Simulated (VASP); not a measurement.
# Sr (Fm-3m) in VASP: notebook, part 2 of 2

VASP 6.6.1. Earlier steps stand in the parts before.

## (3) Single point, r2SCAN

POSCAR

```
Sr
1.0
    0.0000000000      3.0521103947      3.0521103947
    3.0521103947      0.0000000000      3.0521103947
    3.0521103947      3.0521103947      0.0000000000
Sr
1
Direct
    0.0000000000      0.0000000000      0.0000000000
```

INCAR.step1

```
PREC = Accurate ; ENCUT = 520
ISMEAR = -1 ; SIGMA = 0.1
LREAL = False ; LASPH = True
NELM = 80 ; NBANDS = 11
GGA = PE ; ALGO = Normal
EDIFF = 1E-4 ; LWAVE = True
LCHARG = False
```

INCAR.step2

```
PREC = Accurate ; ENCUT = 520
EDIFF = 1E-6 ; ISMEAR = -1
SIGMA = 0.1 ; LREAL = False
LASPH = True ; NELM = 80
ALGO = Normal ; ISIF = 2
LWAVE = False ; LCHARG = False
METAGGA = R2SCAN ; LMIXTAU = True
NBANDS = 11 ; ISTART = 1
```

KPOINTS

```
Automatic mesh
0
Gamma
  9 9 9
```

Potentials or basis: VASP PAW PBE potentials, release 64 (Sr_sv).

Run with:

```bash
$ cat potpaw_PBE.64/Sr_sv/POTCAR > POTCAR
$ cp INCAR.step1 INCAR
$ mpirun -np 1 vasp_std > vasp.out
$ cp INCAR.step2 INCAR
$ mpirun -np 1 vasp_std > vasp.out
```

OUTCAR:

```text
PREC = Accurate
   ENCUT = 520
   EDIFF = 1E-6
   ISMEAR = -1
   LREAL = False
   LASPH = True
   NELM = 80
   ISIF = 2
   METAGGA = R2SCAN
   ISTART = 1

 ion  position               nearest neighbor table
   1  0.000  0.000  0.000-

  LATTYP: Found a face centered cubic cell.
 ALAT       =     6.1042207894

  Lattice vectors:

 A1 = (   0.0000000000,   3.0521103947,   3.0521103947)
 A2 = (   3.0521103947,   0.0000000000,   3.0521103947)
 A3 = (   3.0521103947,   3.0521103947,   0.0000000000)

Analysis of symmetry for initial positions (statically):
=====================================================================
 Subroutine PRICEL returns:
 Original cell was already a primitive cell.

 Routine SETGRP: Setting up the symmetry group for a
 face centered cubic supercell.

 Subroutine GETGRP returns: Found 48 space group operations
 (whereof 48 operations were pure point group operations)
 out of a pool of 48 trial point group operations.

The static configuration has the point symmetry O_h .

Analysis of symmetry for dynamics (positions and initial velocities):
=====================================================================
 Subroutine PRICEL returns:
 Original cell was already a primitive cell.

 Routine SETGRP: Setting up the symmetry group for a
 face centered cubic supercell.

 Subroutine GETGRP returns: Found 48 space group operations
 (whereof 48 operations were pure point group operations)
 out of a pool of 48 trial point group operations.

The dynamic configuration has the point symmetry O_h .

 Subroutine INISYM returns: Found 48 space group operations
 (whereof 48 operations are pure point group operations),
 and found     1 'primitive' translations

----------------------------------------------------------------------------------------

                                     Primitive cell

  volume of cell :      56.8631

  direct lattice vectors                    reciprocal lattice vectors
     0.000000000  3.052110395  3.052110395    -0.163821073  0.163821073  0.163821073
     3.052110395  0.000000000  3.052110395     0.163821073 -0.163821073  0.163821073
     3.052110395  3.052110395  0.000000000     0.163821073  0.163821073 -0.163821073

  length of vectors
     4.316335914  4.316335914  4.316335914     0.283746422  0.283746422  0.283746422

  position of ions in fractional coordinates (direct lattice)
     0.000000000  0.000000000  0.000000000

  ion indices of the primitive-cell ions
   primitive index   ion index
                 1           1

----------------------------------------------------------------------------------------

 KPOINTS: Automatic mesh

Automatic generation of k-mesh.
 Grid dimensions read from file:
 generate k-points for:    9    9    9

 Generating k-lattice:

  Cartesian coordinates                     Fractional coordinates (reciprocal lattice)
    -0.018202341  0.018202341  0.018202341     0.111111111  0.000000000  0.000000000
     0.018202341 -0.018202341  0.018202341     0.000000000  0.111111111  0.000000000
     0.018202341  0.018202341 -0.018202341     0.000000000  0.000000000  0.111111111

  Length of vectors
     0.031527380  0.031527380  0.031527380

  Shift w.r.t. Gamma in fractional coordinates (k-lattice)
     0.000000000  0.000000000  0.000000000

 Subroutine IBZKPT returns following result:
 ===========================================

 Found     35 irreducible k-points:

 Following reciprocal coordinates:
            Coordinates               Weight
  0.000000  0.000000  0.000000      1.000000
  0.111111  0.000000  0.000000      8.000000
  0.222222  0.000000  0.000000      8.000000
  0.333333  0.000000  0.000000      8.000000
  0.444444  0.000000  0.000000      8.000000
  0.111111  0.111111  0.000000      6.000000
[... 16 lines left out ...]
 -0.333333  0.333333  0.000000     12.000000
  0.444444  0.444444  0.000000      6.000000
 [... further k-points ...]
   k-points           NKPTS =     35   k-points in BZ     NKDIM =     35   number of bands    NBANDS=     11
   number of dos      NEDOS =    301   number of ions     NIONS =      1
   total plane-waves  NPLWV =  32768
   dimension x,y,z NGX =    32 NGY =   32 NGZ =   32
   dimension x,y,z NGXF=    64 NGYF=   64 NGZF=   64
   ions per type =               1
   NGX,Y,Z   is equivalent  to a cutoff of  12.32, 12.32, 12.32 a.u.
   NGXF,Y,Z  is equivalent  to a cutoff of  24.65, 24.65, 24.65 a.u.
 SYSTEM =  unknown system
   PREC   = accura    normal or accurate (medium, high low for compatibility)
   ISTART =      1    job   : 0-new  1-cont  2-samecut
   ICHARG =      0    charge: 1-file 2-atom 10-const
   ISPIN  =      1    spin polarized calculation?
   LNONCOLLINEAR =      F non collinear calculations
   LSORBIT =      F    spin-orbit coupling
   LASPH  =      T    aspherical Exc in radial PAW
   ENCUT  =  520.0 eV  38.22 Ry    6.18 a.u.   8.03  8.03  8.03*2*pi/ulx,y,z
   NELM   =     80;   NELMIN=  2; NELMDL=  0     # of ELM steps
   EDIFF  = 0.1E-05   stopping-criterion for ELM
   LREAL  =      F    real-space projection
   EDIFFG = 0.1E-04   stopping-criterion for IOM
   NSW    =      0    number of steps for IOM
   IBRION =     -1    ionic relax: 0-MD 1-quasi-New 2-CG
   NFREE  =      0    steps in history (QN), initial steepest desc. (CG)
   ISIF   =      2    stress and relaxation
   ISYM   =      2    0-nonsym 1-usesym 2-fastsym
   POTIM  = 0.5000    time-step for ionic-motion
   TEBEG  =    0.0;   TEEND  =   0.0 temperature during run
   PSTRESS=    0.0 pullay stress
   NELECT =      10.0000    total number of electrons
   NUPDOWN=      -1.0000    fix difference up-down
   EMIN   =  10.00;   EMAX   =-10.00  energy-range for DOS
   EFERMI =   0.00;   METHOD = LEGACY
   ISMEAR =    -1;   SIGMA  =   0.10  broadening in eV -4-tet -1-fermi 0-gaus
   EFERMI_NEDOS =   21; number of points for ismear=-14 and -15
   IALGO  =     38    algorithm
   IMIX   =      4    mixing-type and parameters
     AMIX     =   0.40;   BMIX     =  1.00
     AMIX_MAG =   1.60;   BMIX_MAG =  1.00
  volume/ion in A,a.u.               =      56.86       383.73
  Fermi-wavevector in a.u.,A,eV,Ry     =   0.917201  1.733259 11.446009  0.841258
  Thomas-Fermi vector in A             =   2.042143
   LORBIT       =      0    0 simple, 1 ext, 2 COOP (PROOUT), +10 PAW based schemes
   METAGGA = R2SCAN    functional components
   LHFCALC =     F    Hartree Fock is set to
   AEXX    =    0.0000 exact exchange contribution
   IVDW    =     0    specifies the selected vdW correction
   LEPSILON=     F    determine dielectric tensor
   LRPA    =     F    only Hartree local field effects (RPA)
 non-spin polarized calculation
  energy-cutoff  :      520.00
  volume of cell :       56.86
 maximum number of plane-waves:      1550
   NGX = 17   NGY = 17   NGZ = 17

 number of electron      10.0000000 magnetization

 Free energy of the ion-electron system (eV)
  ---------------------------------------------------
  ext. energy  EPLUGINS =         0.00000000
  ---------------------------------------------------
  free energy    TOTEN  =       -15.11938127 eV

  energy without entropy =      -15.07607844  energy(sigma->0) =      -15.09772985

 E-fermi :   1.4761     XC(G=0):  -7.6861

 val. band max:        1.4569422859   @ k =  -0.3333   0.4444   0.2222
 cond. band min:       1.4780038910   @ k =  -0.4444   0.2222   0.0000
 fundamental gap:      0.0210616051
 Fermi energy:         1.4760849943

 k-point     1 :       0.0000    0.0000    0.0000
  band No.  band energies     occupation
      1     -36.5943      2.00000
      2     -17.8581      2.00000
      3     -17.8581      2.00000
      4     -17.8581      2.00000
      5      -2.2920      2.00000
      6       4.1564      0.00000
      7       4.1564      0.00000
      8       4.1564      0.00000
      9       5.6549      0.00000
     10       5.6549      0.00000
     11       8.9120      0.00000

 k-point     2 :       0.1111    0.0000    0.0000
  band No.  band energies     occupation
      1     -36.5927      2.00000
      2     -17.8799      2.00000
      3     -17.8610      2.00000
      4     -17.8610      2.00000
      5      -2.0901      2.00000
      6       3.8234      0.00000
      7       4.2447      0.00000
      8       4.2447      0.00000
      9       5.5350      0.00000
     10       5.5350      0.00000
     11       9.4144      0.00000
[... 295 lines left out ...]
 k-point    24 :       0.4444    0.4444    0.0000
  band No.  band energies     occupation
      1     -36.5775      2.00000
      2     -18.0242      2.00000
      3     -17.9219      2.00000
      4     -17.9219      2.00000
      5       0.7642      1.99838
      6       2.0520      0.00629
      7       2.5471      0.00004
      8       6.3887      0.00000
      9       6.3887      0.00000
     10       6.6598      0.00000
     11       7.7301      0.00000

 [... further k-points ...]
[... 5 lines left out ...]
  --------------------------------------------------------------------------------------
  -------------------------------------------------------------------------------------
  Total        0.0055679      0.0055679      0.0055679     -0.0000000     -0.0000000      0.0000000
  in kB        0.1568827      0.1568827      0.1568827     -0.0000000     -0.0000000      0.0000000
  external PRESSURE =       0.1568827 kB  Pullay stress =       0.0000000 kB

 VOLUME and BASIS-vectors are now :
 -----------------------------------------------------------------------------
  energy-cutoff  :      520.00
  volume of cell :       56.86
      direct lattice vectors                 reciprocal lattice vectors
     0.000000000  3.052110395  3.052110395    -0.163821073  0.163821073  0.163821073
     3.052110395  0.000000000  3.052110395     0.163821073 -0.163821073  0.163821073
     3.052110395  3.052110395  0.000000000     0.163821073  0.163821073 -0.163821073

 POSITION                                       TOTAL-FORCE (eV/Angst)
 -----------------------------------------------------------------------------------
      0.00000      0.00000      0.00000        -0.000000      0.000000      0.000000
 -----------------------------------------------------------------------------------
    total drift:                                0.000000      0.000000      0.000000

  FREE ENERGIE OF THE ION-ELECTRON SYSTEM (eV)
  ---------------------------------------------------
  free  energy   TOTEN  =       -15.1193812730 eV

  energy  without entropy=      -15.0760784351  energy(sigma->0) =      -15.09772985
```

OSZICAR.step1:

```text
N       E                     dE             d eps       ncg     rms          rms(c)
DAV:   1     0.372272387581E+02    0.37227E+02   -0.47603E+03   770   0.786E+02
DAV:   2     0.265989257182E+00   -0.36961E+02   -0.36395E+02   896   0.155E+02
DAV:   3    -0.157496662803E+01   -0.18410E+01   -0.18175E+01  1159   0.248E+01
DAV:   4    -0.164944259754E+01   -0.74476E-01   -0.74341E-01   995   0.473E+00
DAV:   5    -0.165259381068E+01   -0.31512E-02   -0.31512E-02  1130   0.681E-01    0.111E+01
DAV:   6    -0.165447285291E+01   -0.18790E-02   -0.69249E-03   905   0.945E-01    0.627E+00
DAV:   7    -0.165572326692E+01   -0.12504E-02   -0.11897E-02   809   0.123E+00    0.293E-01
DAV:   8    -0.165571198507E+01    0.11282E-04   -0.14000E-03  1190   0.222E-01    0.699E-02
DAV:   9    -0.165573344137E+01   -0.21456E-04   -0.19703E-05   513   0.367E-02
   1 F= -.16557334E+01 E0= -.16327199E+01  d E =-.460272E-01
```

It took 56 s on 1 thread of Intel Xeon 6975P-C, shared host; peak memory 0.19 GiB.

What came out:

| Property | Result |
| --- | --- |
| Free energy | -15.1194 eV |
| Pressure | 0.0 GPa |
| Band gap on the k mesh | zero (band 5 reaches 1.46 eV, above the bottom of band 6 at 1.45 eV) |

Caveat: the PAW data sets were made with another functional, which shifts forces and pressure a little.
